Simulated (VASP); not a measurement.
**Mo2Se3: single point with PBE**

Mo2Se3:

```
Mo Se
1.0
     3.01906    1.74305    6.18581
    -3.01906    1.74305    6.18581
     0.00000   -3.48611    6.18581
Mo Se
4 6
Direct
  0.16911 0.16911 0.16911
  0.33089 0.33089 0.33089
  0.66911 0.66911 0.66911
  0.83089 0.83089 0.83089
  0.75000 0.40502 0.09498
  0.40502 0.09498 0.75000
  0.09498 0.75000 0.40502
  0.90502 0.25000 0.59498
  0.25000 0.59498 0.90502
  0.59498 0.90502 0.25000
```

```yaml
Program: VASP 6.6.1
Task: single point
Functional: PBE
Potentials_or_basis: VASP PAW PBE potentials, release 64 (Mo_sv, Se)
Cutoff: 520 eV
k_mesh: 6 × 6 × 6
Occupations: gaussian, width 0.1 eV
Spin: no spin polarisation
```

```
Pressure               : 0.2 GPa
Largest force          : 0.010 eV/Å
Band gap on the k mesh : zero (band 46 reaches 7.65 eV, above the bottom of band 47 at 6.89 eV)
```

Forces on the atoms (eV/Å):
```
Mo   0.000  0.000 -0.004
Mo   0.000  0.000  0.004
Mo   0.000  0.000 -0.004
Mo   0.000  0.000  0.004
Se   0.005 -0.009  0.000
Se  -0.010  0.000  0.000
Se   0.005  0.009  0.000
Se  -0.005 -0.009  0.000
Se  -0.005  0.009  0.000
Se   0.010  0.000  0.000
```

Levels at points of the mesh, in eV from the Fermi level:
```
           k point  band 42  band 43  band 44  band 45  band 46  band 47  band 48  band 49  band 50  band 51
(0.00, 0.00, 0.00)    -0.95    -0.95    -0.74    -0.74    -0.60    -0.60    -0.29     0.74     0.74     0.85
(0.50, 0.00, 0.00)    -1.38    -1.03    -1.03     0.16     0.16     0.39     0.39     0.48     0.48     1.41
(0.50, 0.50, 0.00)    -1.76    -1.32    -0.89    -0.49    -0.30     0.27     0.27     0.49     0.83     0.96
(0.50, 0.50, 0.50)    -0.76    -0.76    -0.76    -0.47    -0.47     0.67     0.67     0.81     0.81     0.81
```

It took 25 min on 1 thread of AMD EPYC 7R13, on a shared host, peak memory 0.54 GiB.
